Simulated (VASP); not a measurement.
Wanted: the native input for a VASP 6.6.1 run.

- Task: single point
- Functional: r2SCAN
- Potentials or basis: VASP PAW PBE potentials, release 64 (C)
- Cutoff: 520 eV
- k mesh: 9 × 9 × 1
- Occupations: gaussian, width 0.1 eV
- Spin: no spin polarisation
- Dipole correction: no
- Further INCAR settings: LREAL = Auto; ALGO = Normal; EDIFF = 1e-07; NBANDS = 46

C:

```
CELL_PARAMETERS angstrom
2.51387 0.00000 0.00000
-1.25693 2.17707 0.00000
0.00000 0.00000 16.50318
ATOMIC_POSITIONS crystal
C 0.00000 0.00000 0.95329
C 0.66667 0.33333 0.29741
C 0.33333 0.66667 0.79741
C 0.66667 0.33333 0.20259
C 0.33333 0.66667 0.07789
C 0.33333 0.66667 0.32878
C 0.33333 0.66667 0.42211
C 0.66667 0.33333 0.67122
C 0.33333 0.66667 0.70259
C 0.00000 0.00000 0.45329
C 0.00000 0.00000 0.04671
C 0.33333 0.66667 0.17122
C 0.66667 0.33333 0.82878
C 0.00000 0.00000 0.54671
C 0.66667 0.33333 0.57789
C 0.66667 0.33333 0.92211
```

These files were run (other wordings do the same):

POSCAR

```
C
1.0
    2.5138686042      0.0000000000      0.0000000000
   -1.2569343021      2.1770740730      0.0000000000
    0.0000000000      0.0000000000     16.5031838100
C
16
Direct
    0.0000000000      0.0000000000      0.9532899300
    0.6666666700      0.3333333300      0.2974096400
    0.3333333300      0.6666666700      0.7974096400
    0.6666666700      0.3333333300      0.2025903600
    0.3333333300      0.6666666700      0.0778874800
    0.3333333300      0.6666666700      0.3287820000
    0.3333333300      0.6666666700      0.4221125200
    0.6666666700      0.3333333300      0.6712180000
    0.3333333300      0.6666666700      0.7025903600
    0.0000000000      0.0000000000      0.4532899300
    0.0000000000      0.0000000000      0.0467100700
    0.3333333300      0.6666666700      0.1712180000
    0.6666666700      0.3333333300      0.8287820000
    0.0000000000      0.0000000000      0.5467100700
    0.6666666700      0.3333333300      0.5778874800
    0.6666666700      0.3333333300      0.9221125200
```

INCAR.step1

```
SYSTEM = C
PREC = Accurate ; ENCUT = 520
ISMEAR = 0 ; SIGMA = 0.1
LREAL = Auto ; LASPH = .TRUE.
NELM = 100 ; NBANDS = 46
GGA = PE ; ALGO = Normal
EDIFF = 1E-4 ; LWAVE = .TRUE.
LCHARG = .FALSE.
```

INCAR.step2

```
SYSTEM = C
PREC = Accurate ; ENCUT = 520
EDIFF = 1E-7 ; ISMEAR = 0
SIGMA = 0.1 ; LREAL = Auto
LASPH = .TRUE. ; NELM = 100
ALGO = Normal ; ISIF = 2
LWAVE = .FALSE. ; LCHARG = .FALSE.
METAGGA = R2SCAN ; LMIXTAU = .TRUE.
NBANDS = 46 ; ISTART = 1
```

KPOINTS

```
regular mesh
0
G
  9 9 1
  0 0 0
```

Potentials or basis: VASP PAW PBE potentials, release 64 (C).

Command:

```bash
$ cat potpaw_PBE.64/C/POTCAR > POTCAR
$ cp INCAR.step1 INCAR
$ mpirun -np 1 vasp_std > vasp.out
$ cp INCAR.step2 INCAR
$ mpirun -np 1 vasp_std > vasp.out
```

Results of the run:

* Pressure: 1.1 GPa
* Largest force: 0.014 eV/Å
* Band gap on the k mesh: 4.62 eV (least direct gap 5.68 eV)

Caveat: the PAW data sets were made with another functional, which shifts forces and pressure a little; an odd mesh through Γ misses points on the zone boundary, where band edges can lie.

It took 2.4 min on 1 thread of Intel(R) Xeon(R) 6975P-C (Granite Rapids) (shared host), peak memory 0.22 GiB.
